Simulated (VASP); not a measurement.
Input of a VASP 6.6.1 run:

INCAR

```
SYSTEM = Pb
PREC     = Accurate       ! precision mode
ENCUT    = 520            ! plane-wave cutoff, eV
EDIFF    = 1E-6           ! SCF threshold, eV
ISMEAR   = -1             ! smearing method
SIGMA    = 0.08           ! smearing width, eV
LREAL    = .FALSE.        ! projectors in reciprocal space
LASPH    = .TRUE.         ! aspherical terms in the spheres
NELM     = 80             ! most SCF steps
ALGO     = Normal         ! electronic algorithm
ISIF     = 2              ! what is computed and relaxed
LWAVE    = .FALSE.        ! write WAVECAR
LCHARG   = .FALSE.        ! write CHGCAR
GGA      = PS             ! functional
NBANDS   = 21             ! bands
```

The input KPOINTS:

```
regular mesh
0
G
  14 14 8
  0 0 0
```

POSCAR

```
Pb
1.0
    3.5030477244      0.0000000000      0.0000000000
   -1.7515238622      3.0337283200      0.0000000000
    0.0000000000      0.0000000000      5.6270209464
Pb
2
Direct
    0.3333333333      0.6666666667      0.2500000000
    0.6666666667      0.3333333333      0.7500000000
```

Potentials or basis: VASP PAW PBE potentials, release 64 (Pb_d).

Command:

```sh
$ cat potpaw_PBE.64/Pb_d/POTCAR > POTCAR
$ mpirun -np 1 vasp_std > vasp.out
```

Question: Estimate the band gap on the k mesh.

Answer: Zero (band 14 reaches 12.77 eV, above the bottom of band 15 at 5.49 eV).

Question: What does it give for the pressure?

Answer: -0.1 GPa.

Stress tensor (GPa, compression positive):
```
-0.61  0.00  0.00
 0.00 -0.61  0.00
 0.00  0.00  1.05
```

Caveat: the PAW data sets were made with another functional, which shifts forces and pressure a little; spin-orbit coupling is left out, which moves the levels of the heavy elements.
